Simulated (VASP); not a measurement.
# TiC in VASP: a series of runs

Runs on TiC. Level: r2SCAN. Tasks: single point.

Program: VASP 6.6.1. These are calculated values, not measurements. Logs are shortened: lines on timing, memory, paths and dates and some standing lists are left out, and cuts for length are marked.

### Step 1. The cell of the first run

It takes space group Fm-3m (No. 225, cubic). The conventional cell has a = 4.328 Å, b = 4.328 Å, c = 4.328 Å, α = 90.00°, β = 90.00°, γ = 90.00°. Within 2.9 Å of Ti (site symmetry m-3m) lie 6 C at 2.16 Å. Within 2.9 Å of C (site symmetry m-3m) lie 6 Ti at 2.16 Å.

### Step 2. Single point, r2SCAN

The input, POSCAR:

```
TiC
1.0
    0.0000000000      2.1639143098      2.1639143098
    2.1639143098      0.0000000000      2.1639143098
    2.1639143098      2.1639143098      0.0000000000
Ti C
1 1
Direct
    0.0000000000      0.0000000000      0.0000000000
    0.5000000000      0.5000000000      0.5000000000
```

The input, INCAR.step1:

```
PREC     = Accurate       # precision mode
ENCUT    = 520            # plane-wave cutoff, eV
ISMEAR   = 0              # smearing method
SIGMA    = 0.1            # smearing width, eV
LREAL    = False          # projectors in reciprocal space
LASPH    = True           # aspherical terms in the spheres
NELM     = 100            # most SCF steps
NBANDS   = 15             # bands
GGA      = PE             # functional
ALGO     = Normal         # electronic algorithm
EDIFF    = 1E-4           # SCF threshold, eV
LWAVE    = True           # write WAVECAR
LCHARG   = False          # write CHGCAR
```

The input, INCAR.step2:

```
PREC     = Accurate       # precision mode
ENCUT    = 520            # plane-wave cutoff, eV
EDIFF    = 1E-7           # SCF threshold, eV
ISMEAR   = 0              # smearing method
SIGMA    = 0.1            # smearing width, eV
LREAL    = False          # projectors in reciprocal space
LASPH    = True           # aspherical terms in the spheres
NELM     = 100            # most SCF steps
ALGO     = Normal         # electronic algorithm
ISIF     = 2              # what is computed and relaxed
LWAVE    = False          # write WAVECAR
LCHARG   = False          # write CHGCAR
METAGGA  = R2SCAN         # meta-GGA
LMIXTAU  = True         
NBANDS   = 15             # bands
ISTART   = 1
```

The input, KPOINTS:

```
regular mesh
0
Gamma
  16 16 16
```

Potentials or basis: VASP PAW PBE potentials, release 64 (Ti_sv, C).

Started as:

```bash
$ cat potpaw_PBE.64/Ti_sv/POTCAR potpaw_PBE.64/C/POTCAR > POTCAR
$ cp INCAR.step1 INCAR
$ mpirun -np 1 vasp_std > vasp.out
$ cp INCAR.step2 INCAR
$ mpirun -np 1 vasp_std > vasp.out
```

OUTCAR:

```text
PREC = Accurate
   ENCUT = 520
   EDIFF = 1E-7
   ISMEAR = 0
   LREAL = False
   LASPH = True
   NELM = 100
   ISIF = 2
   METAGGA = R2SCAN
   ISTART = 1

 ion  position               nearest neighbor table
   1  0.000  0.000  0.000-   2 2.16   2 2.16   2 2.16   2 2.16   2 2.16   2 2.16
   2  0.500  0.500  0.500-   1 2.16   1 2.16   1 2.16   1 2.16   1 2.16   1 2.16

  LATTYP: Found a face centered cubic cell.
 ALAT       =     4.3278286196

  Lattice vectors:

 A1 = (   0.0000000000,   2.1639143098,   2.1639143098)
 A2 = (   2.1639143098,   0.0000000000,   2.1639143098)
 A3 = (   2.1639143098,   2.1639143098,   0.0000000000)

Analysis of symmetry for initial positions (statically):
=====================================================================
 Subroutine PRICEL returns:
 Original cell was already a primitive cell.

 Routine SETGRP: Setting up the symmetry group for a
 face centered cubic supercell.

 Subroutine GETGRP returns: Found 48 space group operations
 (whereof 48 operations were pure point group operations)
 out of a pool of 48 trial point group operations.

The static configuration has the point symmetry O_h .

Analysis of symmetry for dynamics (positions and initial velocities):
=====================================================================
 Subroutine PRICEL returns:
 Original cell was already a primitive cell.

 Routine SETGRP: Setting up the symmetry group for a
 face centered cubic supercell.

 Subroutine GETGRP returns: Found 48 space group operations
 (whereof 48 operations were pure point group operations)
 out of a pool of 48 trial point group operations.

The dynamic configuration has the point symmetry O_h .

 Subroutine INISYM returns: Found 48 space group operations
 (whereof 48 operations are pure point group operations),
 and found     1 'primitive' translations

----------------------------------------------------------------------------------------

                                     Primitive cell

  volume of cell :      20.2652

  direct lattice vectors                    reciprocal lattice vectors
     0.000000000  2.163914310  2.163914310    -0.231062754  0.231062754  0.231062754
     2.163914310  0.000000000  2.163914310     0.231062754 -0.231062754  0.231062754
     2.163914310  2.163914310  0.000000000     0.231062754  0.231062754 -0.231062754

  length of vectors
     3.060236965  3.060236965  3.060236965     0.400212430  0.400212430  0.400212430

  position of ions in fractional coordinates (direct lattice)
     0.000000000  0.000000000  0.000000000
[... 83 lines left out ...]
   NFREE  =      0    steps in history (QN), initial steepest desc. (CG)
   ISIF   =      2    stress and relaxation
   ISYM   =      2    0-nonsym 1-usesym 2-fastsym
   POTIM  = 0.5000    time-step for ionic-motion
   TEBEG  =    0.0;   TEEND  =   0.0 temperature during run
   PSTRESS=    0.0 pullay stress
   NELECT =      16.0000    total number of electrons
   NUPDOWN=      -1.0000    fix difference up-down
   EMIN   =  10.00;   EMAX   =-10.00  energy-range for DOS
   EFERMI =   0.00;   METHOD = LEGACY
   ISMEAR =     0;   SIGMA  =   0.10  broadening in eV -4-tet -1-fermi 0-gaus
   EFERMI_NEDOS =   21; number of points for ismear=-14 and -15
   IALGO  =     38    algorithm
   IMIX   =      4    mixing-type and parameters
     AMIX     =   0.40;   BMIX     =  1.00
     AMIX_MAG =   1.60;   BMIX_MAG =  1.00
  volume/ion in A,a.u.               =      10.13        68.38
  Fermi-wavevector in a.u.,A,eV,Ry     =   1.513090  2.859326 31.149742  2.289441
  Thomas-Fermi vector in A             =   2.622927
   LORBIT       =      0    0 simple, 1 ext, 2 COOP (PROOUT), +10 PAW based schemes
   METAGGA = R2SCAN    functional components
   LHFCALC =     F    Hartree Fock is set to
   AEXX    =    0.0000 exact exchange contribution
   IVDW    =     0    specifies the selected vdW correction
   LEPSILON=     F    determine dielectric tensor
   LRPA    =     F    only Hartree local field effects (RPA)
 non-spin polarized calculation
 Gauss-broadening in eV      SIGMA  =   0.10
  energy-cutoff  :      520.00
  volume of cell :       20.27
 maximum number of plane-waves:       568
   NGX = 11   NGY = 11   NGZ = 11

 number of electron      16.0000001 magnetization

 Free energy of the ion-electron system (eV)
  ---------------------------------------------------
  ext. energy  EPLUGINS =         0.00000000
  ---------------------------------------------------
  free energy    TOTEN  =       -24.86883291 eV

  energy without entropy =      -24.86682310  energy(sigma->0) =      -24.86782801

 E-fermi :   9.5145     XC(G=0): -13.6032

 val. band max:        9.5030531495   @ k =   0.4375   0.3750   0.0000
 cond. band min:       9.5228102172   @ k =   0.1875   0.1875   0.0000
 fundamental gap:      0.0197570677
 Fermi energy:         9.5145418765

 k-point     1 :       0.0000    0.0000    0.0000
  band No.  band energies     occupation
      1     -49.4516      2.00000
      2     -24.4284      2.00000
      3     -24.4283      2.00000
      4     -24.4283      2.00000
      5      -3.6992      2.00000
      6      10.3843      0.00000
      7      10.3843      0.00000
      8      10.3843      0.00000
      9      11.1880      0.00000
     10      11.1880      0.00000
     11      11.1880      0.00000
     12      11.2411      0.00000
     13      11.2411      0.00000
     14      20.7529      0.00000
[... 401 lines left out ...]
      2     -24.4771      2.00000
      3     -24.4417      2.00000
      4     -24.4293      2.00000
      5      -3.4594      2.00000
      6       9.2710      1.99943
      7       9.3863      1.93031
      8       9.5579      0.53953
      9      10.4998      0.00000
     10      10.9983      0.00000
     11      11.8826      0.00000
     12      12.4374      0.00000
     13      13.3229      0.00000
     14      21.1894      0.00000
     15      24.3828      0.00000

 [... further k-points ...]
[... 5 lines left out ...]
  --------------------------------------------------------------------------------------
  -------------------------------------------------------------------------------------
  Total        0.1218698      0.1218698      0.1218698      0.0000000      0.0000000      0.0000000
  in kB        9.6351048      9.6351048      9.6351048      0.0000000      0.0000000      0.0000000
  external PRESSURE =       9.6351048 kB  Pullay stress =       0.0000000 kB

 VOLUME and BASIS-vectors are now :
 -----------------------------------------------------------------------------
  energy-cutoff  :      520.00
  volume of cell :       20.27
      direct lattice vectors                 reciprocal lattice vectors
     0.000000000  2.163914310  2.163914310    -0.231062754  0.231062754  0.231062754
     2.163914310  0.000000000  2.163914310     0.231062754 -0.231062754  0.231062754
     2.163914310  2.163914310  0.000000000     0.231062754  0.231062754 -0.231062754

 POSITION                                       TOTAL-FORCE (eV/Angst)
 -----------------------------------------------------------------------------------
      0.00000      0.00000      0.00000         0.000000      0.000000      0.000000
      2.16391      2.16391      2.16391         0.000000      0.000000     -0.000000
 -----------------------------------------------------------------------------------
    total drift:                                0.000000     -0.000000     -0.000000

  FREE ENERGIE OF THE ION-ELECTRON SYSTEM (eV)
  ---------------------------------------------------
  free  energy   TOTEN  =       -24.8688329112 eV

  energy  without entropy=      -24.8668231026  energy(sigma->0) =      -24.86782801
```

OUTCAR.step1:

```text
PREC = Accurate
   ENCUT = 520
   ISMEAR = 0
   LREAL = False
   LASPH = True
[... 653 lines left out ...]
      0.00000      0.00000      0.00000        -0.000000     -0.000000      0.000000
      2.16391      2.16391      2.16391         0.000000      0.000000      0.000000
 -----------------------------------------------------------------------------------
    total drift:                                0.000000     -0.000000     -0.000000

  FREE ENERGIE OF THE ION-ELECTRON SYSTEM (eV)
  ---------------------------------------------------
  free  energy   TOTEN  =       -18.7091907637 eV

  energy  without entropy=      -18.7071614686  energy(sigma->0) =      -18.70817612
```

It took 2.5 min on 1 thread of Intel Xeon Platinum 8259CL at 2.50GHz (Skylake/Cascade Lake), shared host; peak memory 0.18 GiB.

What came out:

```yaml
Free_energy: -24.8688 eV
Pressure: 1.0 GPa
Band_gap_on_the_k_mesh: zero (bands 8 and 9 overlap by 1.32 eV)
```

Caveat: the PAW data sets were made with another functional, which shifts forces and pressure a little.

### Step 3. Single point, r2SCAN (biaxial strain in the a-b plane: -2.0 %)

The input, POSCAR:

```
TiC
1.0
    2.1206360290      2.1206360290      0.0000000000
   -2.1206360290      2.1206360290      0.0000000000
    0.0000000000      0.0000000000      4.3797625743
Ti C
2 2
Direct
    0.0000000000      0.0000000000      0.0000000000
    0.5000000000      0.5000000000      0.5000000000
    0.5000000000      0.5000000000      0.0000000000
    0.0000000000      0.0000000000      0.5000000000
```

The input, INCAR.step1:

```
PREC = Accurate
ENCUT = 520
ISMEAR = 0
SIGMA = 0.1
LREAL = F
LASPH = T
NELM = 100
NBANDS = 24
GGA = PE
ALGO = Normal
EDIFF = 1E-4
LWAVE = T
LCHARG = F
```

The input, INCAR.step2:

```
PREC = Accurate
ENCUT = 520
EDIFF = 1E-7
ISMEAR = 0
SIGMA = 0.1
LREAL = F
LASPH = T
NELM = 100
ALGO = Normal
ISIF = 2
LWAVE = F
LCHARG = F
METAGGA = R2SCAN
LMIXTAU = T
NBANDS = 24
ISTART = 1
```

The input, KPOINTS:

```
Automatic mesh
0
Gamma
  18 18 12
```

Potentials or basis: VASP PAW PBE potentials, release 64 (Ti_sv, C).

Started as:

```bash
$ cat potpaw_PBE.64/Ti_sv/POTCAR potpaw_PBE.64/C/POTCAR > POTCAR
$ cp INCAR.step1 INCAR
$ mpirun -np 1 vasp_std > vasp.out
$ cp INCAR.step2 INCAR
$ mpirun -np 1 vasp_std > vasp.out
```

It took 13 min on 1 thread of AMD EPYC 9R45 (Zen 5), shared host; peak memory 0.38 GiB.

Results (log left out):

```
Free energy            : -49.6659 eV
Pressure               : 9.5 GPa
Band gap on the k mesh : zero (bands 16 and 17 overlap by 1.55 eV)
```

Stress tensor (GPa, compression positive):
```
14.13  0.00  0.00
 0.00 14.13  0.00
 0.00  0.00  0.10
```

Levels at points of the mesh, in eV from the Fermi level:
| k point | band 13 | band 14 | band 15 | band 16 | band 17 | band 18 | band 19 | band 20 |
| --- | --- | --- | --- | --- | --- | --- | --- | --- |
| (0.00, 0.00, 0.00) | 0.05 | 0.05 | 0.69 | 0.97 | 0.97 | 1.61 | 1.64 | 1.75 |
| (0.50, 0.00, 0.00) | -3.10 | -3.10 | -2.95 | -2.95 | 2.52 | 2.52 | 3.50 | 3.50 |
| (0.50, 0.50, 0.00) | -1.63 | -1.63 | -0.22 | -0.22 | -0.20 | -0.20 | 2.85 | 2.85 |
| (0.00, 0.00, 0.50) | -0.58 | -0.58 | -0.24 | -0.24 | -0.24 | -0.24 | 2.35 | 2.35 |
| (0.50, 0.00, 0.50) | -3.28 | -3.28 | -3.23 | -3.23 | 3.21 | 3.21 | 3.34 | 3.34 |
| (0.50, 0.50, 0.50) | -3.25 | -3.25 | -2.86 | -2.86 | 2.84 | 2.84 | 2.84 | 2.84 |

Caveat: the cell differs from its parent crystal (biaxial strain in the a-b plane: -2.0 %); the stress differs along the axes, from 0 to 14 GPa; the PAW data sets were made with another functional, which shifts forces and pressure a little.

(Part 1 of 2 ends here.)

The gap in the log of VASP goes by the Fermi energy; the results here count the filled bands.